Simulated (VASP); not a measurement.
# Sn (Im-3m) in VASP: further runs, part 2 of 2

VASP 6.6.1. The steps go on from the part before.

**5. Single point, r2SCAN**

This run uses another cell than the first one, of 27.75 Å³/atom, 1.020 times its volume.

The input, POSCAR:

```
Sn
1.0
   -1.9071995479      1.9071995479      1.9071995479
    1.9071995479     -1.9071995479      1.9071995479
    1.9071995479      1.9071995479     -1.9071995479
Sn
1
Direct
    0.0000000000      0.0000000000      0.0000000000
```

The input, INCAR.step1:

```
SYSTEM = Sn
PREC     = Accurate       ! precision mode
ENCUT    = 520            ! plane-wave cutoff, eV
ISMEAR   = -1             ! smearing method
SIGMA    = 0.05           ! smearing width, eV
LREAL    = .False.        ! projectors in reciprocal space
LASPH    = .True.         ! aspherical terms in the spheres
NELM     = 80             ! most SCF steps
NBANDS   = 13             ! bands
GGA      = PE             ! functional
ALGO     = Normal         ! electronic algorithm
EDIFF    = 1E-4           ! SCF threshold, eV
LWAVE    = .True.         ! write WAVECAR
LCHARG   = .False.        ! write CHGCAR
```

The input, INCAR.step2:

```
SYSTEM = Sn
PREC     = Accurate       ! precision mode
ENCUT    = 520            ! plane-wave cutoff, eV
EDIFF    = 1E-6           ! SCF threshold, eV
ISMEAR   = -1             ! smearing method
SIGMA    = 0.05           ! smearing width, eV
LREAL    = .False.        ! projectors in reciprocal space
LASPH    = .True.         ! aspherical terms in the spheres
NELM     = 80             ! most SCF steps
ALGO     = Normal         ! electronic algorithm
ISIF     = 2              ! what is computed and relaxed
LWAVE    = .False.        ! write WAVECAR
LCHARG   = .False.        ! write CHGCAR
METAGGA  = R2SCAN         ! meta-GGA
LMIXTAU  = .True.       
NBANDS   = 13             ! bands
ISTART   = 1
```

The input, KPOINTS:

```
regular mesh
0
Gamma
  10 10 10
  0 0 0
```

Potentials or basis: VASP PAW PBE potentials, release 64 (Sn_d).

Command:

```bash
> cat potpaw_PBE.64/Sn_d/POTCAR > POTCAR
> cp INCAR.step1 INCAR
> mpirun -np 1 vasp_std > vasp.out
> cp INCAR.step2 INCAR
> mpirun -np 1 vasp_std > vasp.out
```

OUTCAR:

```text
SYSTEM = Sn
   PREC = Accurate
   ENCUT = 520
   EDIFF = 1E-6
   ISMEAR = -1
   LREAL = .False.
   LASPH = .True.
   NELM = 80
   ISIF = 2
   METAGGA = R2SCAN
   ISTART = 1

 ion  position               nearest neighbor table
   1  0.000  0.000  0.000-

  LATTYP: Found a body centered cubic cell.
 ALAT       =     3.8143990958

  Lattice vectors:

 A1 = (  -1.9071995479,   1.9071995479,   1.9071995479)
 A2 = (   1.9071995479,  -1.9071995479,   1.9071995479)
 A3 = (   1.9071995479,   1.9071995479,  -1.9071995479)

Analysis of symmetry for initial positions (statically):
=====================================================================
 Subroutine PRICEL returns:
 Original cell was already a primitive cell.

 Routine SETGRP: Setting up the symmetry group for a
 body centered cubic supercell.

 Subroutine GETGRP returns: Found 48 space group operations
[... 9 lines left out ...]

 Routine SETGRP: Setting up the symmetry group for a
 body centered cubic supercell.

 Subroutine GETGRP returns: Found 48 space group operations
[... 11 lines left out ...]
                                     Primitive cell

  volume of cell :      27.7491

  direct lattice vectors                    reciprocal lattice vectors
    -1.907199548  1.907199548  1.907199548     0.000000000  0.262164492  0.262164492
     1.907199548 -1.907199548  1.907199548     0.262164492  0.000000000  0.262164492
     1.907199548  1.907199548 -1.907199548     0.262164492  0.262164492  0.000000000

  length of vectors
     3.303366517  3.303366517  3.303366517     0.370756580  0.370756580  0.370756580

  position of ions in fractional coordinates (direct lattice)
     0.000000000  0.000000000  0.000000000

  ion indices of the primitive-cell ions
   primitive index   ion index
                 1           1

----------------------------------------------------------------------------------------

 KPOINTS: regular mesh

Automatic generation of k-mesh.
 Grid dimensions read from file:
 generate k-points for:   10   10   10

 Generating k-lattice:

  Cartesian coordinates                     Fractional coordinates (reciprocal lattice)
     0.000000000  0.026216449  0.026216449     0.100000000  0.000000000  0.000000000
     0.026216449  0.000000000  0.026216449     0.000000000  0.100000000  0.000000000
     0.026216449  0.026216449  0.000000000     0.000000000  0.000000000  0.100000000

  Length of vectors
     0.037075658  0.037075658  0.037075658

  Shift w.r.t. Gamma in fractional coordinates (k-lattice)
     0.000000000  0.000000000  0.000000000

 Subroutine IBZKPT returns following result:
 ===========================================

 Found     47 irreducible k-points:

 Following reciprocal coordinates:
            Coordinates               Weight
  0.000000  0.000000  0.000000      1.000000
  0.100000  0.000000  0.000000     12.000000
  0.200000  0.000000  0.000000     12.000000
  0.300000  0.000000  0.000000     12.000000
  0.400000  0.000000  0.000000     12.000000
  0.500000  0.000000  0.000000      6.000000
[... 16 lines left out ...]
  0.300000  0.300000  0.100000      8.000000
 -0.300000  0.300000  0.100000     24.000000
 [... further k-points ...]
   k-points           NKPTS =     47   k-points in BZ     NKDIM =     47   number of bands    NBANDS=     13
   number of dos      NEDOS =    301   number of ions     NIONS =      1
   total plane-waves  NPLWV =  21952
   dimension x,y,z NGX =    28 NGY =   28 NGZ =   28
   dimension x,y,z NGXF=    56 NGYF=   56 NGZF=   56
   ions per type =               1
   NGX,Y,Z   is equivalent  to a cutoff of  14.09, 14.09, 14.09 a.u.
   NGXF,Y,Z  is equivalent  to a cutoff of  28.18, 28.18, 28.18 a.u.
 SYSTEM =  Sn
   PREC   = accura    normal or accurate (medium, high low for compatibility)
   ISTART =      1    job   : 0-new  1-cont  2-samecut
   ICHARG =      0    charge: 1-file 2-atom 10-const
   ISPIN  =      1    spin polarized calculation?
   LNONCOLLINEAR =      F non collinear calculations
   LSORBIT =      F    spin-orbit coupling
   LASPH  =      T    aspherical Exc in radial PAW
   ENCUT  =  520.0 eV  38.22 Ry    6.18 a.u.   6.14  6.14  6.14*2*pi/ulx,y,z
   NELM   =     80;   NELMIN=  2; NELMDL=  0     # of ELM steps
   EDIFF  = 0.1E-05   stopping-criterion for ELM
   LREAL  =      F    real-space projection
   EDIFFG = 0.1E-04   stopping-criterion for IOM
   NSW    =      0    number of steps for IOM
   IBRION =     -1    ionic relax: 0-MD 1-quasi-New 2-CG
   NFREE  =      0    steps in history (QN), initial steepest desc. (CG)
   ISIF   =      2    stress and relaxation
   ISYM   =      2    0-nonsym 1-usesym 2-fastsym
   POTIM  = 0.5000    time-step for ionic-motion
   TEBEG  =    0.0;   TEEND  =   0.0 temperature during run
   PSTRESS=    0.0 pullay stress
   NELECT =      14.0000    total number of electrons
   NUPDOWN=      -1.0000    fix difference up-down
   EMIN   =  10.00;   EMAX   =-10.00  energy-range for DOS
[... 5 lines left out ...]
     AMIX     =   0.40;   BMIX     =  1.00
     AMIX_MAG =   1.60;   BMIX_MAG =  1.00
  volume/ion in A,a.u.               =      27.75       187.26
  Fermi-wavevector in a.u.,A,eV,Ry     =   1.303271  2.462825 23.109701  1.698515
  Thomas-Fermi vector in A             =   2.434284
   LORBIT       =      0    0 simple, 1 ext, 2 COOP (PROOUT), +10 PAW based schemes
   METAGGA = R2SCAN    functional components
   LHFCALC =     F    Hartree Fock is set to
   AEXX    =    0.0000 exact exchange contribution
   IVDW    =     0    specifies the selected vdW correction
   LEPSILON=     F    determine dielectric tensor
   LRPA    =     F    only Hartree local field effects (RPA)
 non-spin polarized calculation
  energy-cutoff  :      520.00
  volume of cell :       27.75
 maximum number of plane-waves:       767
 NGX is ok and might be reduce to    28
   NGX = 13   NGY = 13   NGZ = 13

 number of electron      13.9999997 magnetization

 Free energy of the ion-electron system (eV)
  ---------------------------------------------------
  ext. energy  EPLUGINS =         0.00000000
  ---------------------------------------------------
  free energy    TOTEN  =       -24.48665610 eV

  energy without entropy =      -24.48029286  energy(sigma->0) =      -24.48347448

 E-fermi :   7.7564     XC(G=0): -11.1494

 val. band max:        7.7186188210   @ k =  -0.4000   0.4000   0.4000
 cond. band min:       7.7798075224   @ k =   0.3000   0.0000   0.0000
 fundamental gap:      0.0611887013
 Fermi energy:         7.7563667983

 k-point     1 :       0.0000    0.0000    0.0000
  band No.  band energies     occupation
      1     -14.4787      2.00000
      2     -14.4787      2.00000
      3     -14.4787      2.00000
      4     -14.3352      2.00000
      5     -14.3352      2.00000
      6      -3.7121      2.00000
      7      16.0110      0.00000
      8      16.0110      0.00000
      9      16.0110      0.00000
     10      20.6563      0.00000
     11      20.6564      0.00000
     12      20.6564      0.00000
     13      20.8446      0.00000

 k-point     2 :       0.1000    0.0000    0.0000
  band No.  band energies     occupation
      1     -14.4831      2.00000
      2     -14.4721      2.00000
      3     -14.4573      2.00000
      4     -14.3402      2.00000
      5     -14.3359      2.00000
      6      -3.4853      2.00000
      7      14.2381      0.00000
      8      15.1745      0.00000
      9      15.7422      0.00000
     10      18.9222      0.00000
     11      19.1303      0.00000
     12      20.2923      0.00000
     13      21.7795      0.00000

 k-point     3 :       0.2000    0.0000    0.0000
  band No.  band energies     occupation
      1     -14.4947      2.00000
      2     -14.4583      2.00000
      3     -14.4012      2.00000
      4     -14.3506      2.00000
      5     -14.3379      2.00000
      6      -2.8039      2.00000
      7      10.9992      0.00000
      8      13.7395      0.00000
      9      15.0477      0.00000
     10      17.6981      0.00000
     11      17.8927      0.00000
     12      20.4338      0.00000
     13      22.3623      0.00000
[... 305 lines left out ...]
 k-point    23 :       0.3000    0.3000    0.1000
  band No.  band energies     occupation
      1     -14.4792      2.00000
      2     -14.3787      2.00000
      3     -14.3787      2.00000
      4     -14.3374      2.00000
      5     -14.3374      2.00000
      6       2.2434      2.00000
      7       5.4390      2.00000
      8       5.4390      2.00000
      9       9.5158      0.00000
     10      22.2983      0.00000
     11      23.4172      0.00000
     12      23.4172      0.00000
     13      27.1834      0.00000

 k-point    24 :      -0.3000    0.3000    0.1000
  band No.  band energies     occupation
      1     -14.4865      2.00000
      2     -14.4400      2.00000
      3     -14.3686      2.00000
      4     -14.3451      2.00000
      5     -14.3336      2.00000
      6      -1.4484      2.00000
      7       7.9663      0.02961
      8      11.7072      0.00000
      9      13.2334      0.00000
     10      17.2870      0.00000
     11      18.1772      0.00000
     12      19.3858      0.00000
     13      25.4599      0.00000

 [... further k-points ...]
[... 5 lines left out ...]
  --------------------------------------------------------------------------------------
  -------------------------------------------------------------------------------------
  Total       -0.2805155     -0.2805155     -0.2805155     -0.0000000     -0.0000000      0.0000000
  in kB      -16.1964235    -16.1964235    -16.1964235     -0.0000000     -0.0000000      0.0000000
  external PRESSURE =     -16.1964235 kB  Pullay stress =       0.0000000 kB

 VOLUME and BASIS-vectors are now :
 -----------------------------------------------------------------------------
  energy-cutoff  :      520.00
  volume of cell :       27.75
      direct lattice vectors                 reciprocal lattice vectors
    -1.907199548  1.907199548  1.907199548     0.000000000  0.262164492  0.262164492
     1.907199548 -1.907199548  1.907199548     0.262164492  0.000000000  0.262164492
     1.907199548  1.907199548 -1.907199548     0.262164492  0.262164492  0.000000000

 POSITION                                       TOTAL-FORCE (eV/Angst)
 -----------------------------------------------------------------------------------
      0.00000      0.00000      0.00000         0.000000     -0.000000      0.000000
 -----------------------------------------------------------------------------------
    total drift:                               -0.000000     -0.000000     -0.000000

  FREE ENERGIE OF THE ION-ELECTRON SYSTEM (eV)
  ---------------------------------------------------
  free  energy   TOTEN  =       -24.4866560965 eV

  energy  without entropy=      -24.4802928641  energy(sigma->0) =      -24.48347448
```

Wall time 49 s (1 thread of Intel Xeon Platinum 8375C at 2.90GHz (Ice Lake), shared host); peak memory 0.16 GiB.

What came out:

```
Free energy            : -24.4867 eV
Pressure               : -1.6 GPa
Band gap on the k mesh : zero (band 7 reaches 16.01 eV, above the bottom of band 8 at 5.44 eV)
```

Caveat: the PAW data sets were made with another functional, which shifts forces and pressure a little; spin-orbit coupling is left out, which moves the levels of the heavy elements.

**6. Summary**

| spin | cell | k mesh | gap on the mesh (eV) | pressure (GPa) |
| --- | --- | --- | --- | --- |
| non-collinear, zero start, SOC | a = 3.282 Å, angles 109.5°, 1 atom | 7 × 7 × 7 | - | -0.1 |
| off | a = 3.260 Å, angles 109.5°, 1 atom | 10 × 10 × 10 | none | 0.2 |
| off | a = 3.282 Å, angles 109.5°, 1 atom | 10 × 10 × 10 | none | -0.8 |
| off | a = 3.303 Å, angles 109.5°, 1 atom | 10 × 10 × 10 | none | -1.6 |

Alike in all rows: task single point; level r2SCAN; potentials or basis VASP PAW PBE potentials, release 64 (Sn_d); cutoff (eV) 520; smearing fermi-dirac 0.05 eV.

Caveats: the PAW data sets were made with another functional, which shifts forces and pressure a little; spin-orbit coupling is left out, which moves the levels of the heavy elements (some runs).

Total energies depend on the potentials used, so only differences within one code and one set of settings carry meaning.
